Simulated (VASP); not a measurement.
Pd:

```
CELL_PARAMETERS angstrom
0.00000 1.94650 1.94650
1.94650 0.00000 1.94650
1.94650 1.94650 0.00000
ATOMIC_POSITIONS crystal
Pd 0.00000 0.00000 0.00000
```

| Property | Result |
| --- | --- |
| Program | VASP 6.6.1 |
| Task | relaxation of cell and atoms |
| Functional | PBEsol |
| Potentials or basis | VASP PAW PBE potentials, release 64 (Pd) |
| Cutoff | 600 eV |
| k mesh | 19 × 19 × 19 |
| Occupations | methfessel-paxton, width 0.05 eV |
| Spin | no spin polarisation |

At the start: pressure -3.0 GPa; volume 14.75 Å³/atom.

Question: How do energy, volume and symmetry change on relaxing?

Answer: Over 3 steps the energy falls by 2.1 meV/atom and the volume is 14.53 Å³/atom (-1.5 %); space group Fm-3m (No. 225, to 0.1 Å) before and after.

Step by step:
```csv
step,energy change (eV),largest force (eV/Å),pressure (GPa),volume (Å³)
1,0.0000,0.0000,-3.00,14.75
2,0.0038,0.0000,5.51,14.17
3,-0.0021,0.0000,-0.04,14.53
```

Final structure:
```cif
data_structure
_symmetry_space_group_name_H-M 'P 1'
_symmetry_Int_Tables_number 1
_cell_length_a 2.7388
_cell_length_b 2.7388
_cell_length_c 2.7388
_cell_angle_alpha 60.000
_cell_angle_beta 60.000
_cell_angle_gamma 60.000
_cell_volume 14.53
loop_
_atom_site_label
_atom_site_type_symbol
_atom_site_fract_x
_atom_site_fract_y
_atom_site_fract_z
_atom_site_occupancy
Pd1 Pd 0.00000 0.00000 0.00000 1
```

Caveat: the PAW data sets were made with another functional, which shifts forces and pressure a little.
